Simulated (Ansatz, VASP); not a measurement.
# Two plane-wave programs on BaTiO3

```
CELL_PARAMETERS angstrom
4.01925 0.00000 0.00000
0.00000 4.01925 0.00000
0.00000 0.00000 3.95896
ATOMIC_POSITIONS crystal
Ba 0.50000 0.50000 0.50000
Ti 0.00000 0.00000 0.00000
O 0.50000 0.00000 0.00000
O 0.00000 0.50000 0.00000
O 0.00000 0.00000 0.50000
```

Change from the starting cell: strain -0.0150 x Voigt [0, 0, 1, 0, 0, 0], atoms carried along.

Alike in both runs: task single point; functional PBE; k mesh 8 × 8 × 8; occupations gaussian, width 0.05 eV; no spin polarisation.

```csv
,VASP,Ansatz
version,VASP 6.6.1,Ansatz 0.2.0
potentials or method,"VASP PAW PBE potentials, release 64 (Ba_sv, Ti_sv, O), cutoff 520 eV","scalar-relativistic, plane waves, PAW"
valence electrons in the cell,40,40
```

VASP gave:

| Quantity | Value |
| --- | --- |
| gap on the k mesh at the Fermi level (eV) | 1.72 |
| least direct gap on the mesh (eV) | 1.86 |
| pressure (GPa) | 4.4 |
| traceless stress, the component that is largest in VASP (GPa) | 2.05 |

Problem. What did Ansatz give for the same quantities?

Solution. gap on the k mesh at the Fermi level (eV): 1.79; least direct gap on the mesh (eV): 1.89; pressure (GPa): 2.6; traceless stress, the component that is largest in VASP (GPa): 1.98.

Neither program's run includes spin-orbit coupling.
